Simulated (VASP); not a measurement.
Write the native input for VASP 6.6.1 that does the following.

| Item | Value |
| --- | --- |
| Task | single point |
| Functional | PBE |
| Potentials or basis | VASP PAW PBE potentials, release 64 (Zr_sv) |
| Cutoff | 520 eV |
| k mesh | 15 × 15 × 8 |
| Occupations | gaussian, width 0.1 eV |
| Spin | no spin polarisation |
| Dipole correction | no |
| Further INCAR settings | ALGO = Normal; EDIFF = 1e-06; NBANDS = 19 |

The structure of Zr lies in POSCAR:

```
Zr
1.0
    3.0864557827      0.0000000000      0.0000000000
   -1.5432278914      2.6729491155      0.0000000000
    0.0000000000      0.0000000000      5.4068707191
Zr
2
Direct
    0.3333333333      0.6666666667      0.2500000000
    0.6666666667      0.3333333333      0.7500000000
```

This cell differs from its parent crystal: biaxial strain in the a-b plane: -4.5 %, then relaxed in part.

One way to write it, as run:

INCAR

```
PREC = Accurate ; ENCUT = 520
EDIFF = 1E-6 ; ISMEAR = 0
SIGMA = 0.1 ; LREAL = False
LASPH = True ; NELM = 100
ALGO = Normal ; ISIF = 2
LWAVE = False ; LCHARG = False
GGA = PE ; NBANDS = 19
```

KPOINTS

```
regular mesh
0
Gamma
  15 15 8
```

Potentials or basis: VASP PAW PBE potentials, release 64 (Zr_sv).

Launch:

```bash
$ cat potpaw_PBE.64/Zr_sv/POTCAR > POTCAR
$ mpirun -np 1 vasp_std > vasp.out
```

Results of the run:

```json
{
  "Pressure": "4.2 GPa",
  "Band gap on the k mesh": "zero (band 12 reaches 10.08 eV, above the bottom of band 13 at 9.15 eV)"
}
```

Caveat: the cell differs from its parent crystal (biaxial strain in the a-b plane: -4.5 %, then relaxed in part).

Run time: 52 s on 1 thread of Intel(R) Xeon(R) Platinum 8259CL CPU @ 2.50GHz (Skylake/Cascade Lake), with other jobs on the host, peak memory 0.22 GiB.
